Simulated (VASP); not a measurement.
A run of VASP 6.6.1 is set up as follows.

The input INCAR:

```
SYSTEM = TaN
PREC = Accurate
ENCUT = 520
EDIFF = 1E-7
ISMEAR = -1
SIGMA = 0.05
LREAL = .False.
LASPH = .True.
NELM = 100
ALGO = Normal
ISIF = 2
LWAVE = .False.
LCHARG = .False.
GGA = CA
NBANDS = 15
```

Contents of KPOINTS:

```
regular mesh
0
Gamma
  15 15 15
  0 0 0
```

POSCAR

```
TaN
1.0
    0.0000000000      2.1296230738      2.1296230738
    2.1296230738      0.0000000000      2.1296230738
    2.1296230738      2.1296230738      0.0000000000
Ta N
1 1
Direct
    0.0000000000      0.0000000000      0.0000000000
    0.5000000000      0.5000000000      0.5000000000
```

Potentials or basis: VASP PAW LDA potentials, release 64 (Ta_pv, N).

The run is started by

```bash
$ cat potpaw_LDA.64/Ta_pv/POTCAR potpaw_LDA.64/N/POTCAR > POTCAR
$ mpirun -np 1 vasp_std > vasp.out
```

Question: Predict the pressure.

Answer: 29.3 GPa.

Question: Estimate the band gap on the k mesh.

Answer: Zero (bands 8 and 9 overlap by 4.52 eV).

Caveat: the cell stands under pressure; spin-orbit coupling is left out, which moves the levels of the heavy elements.
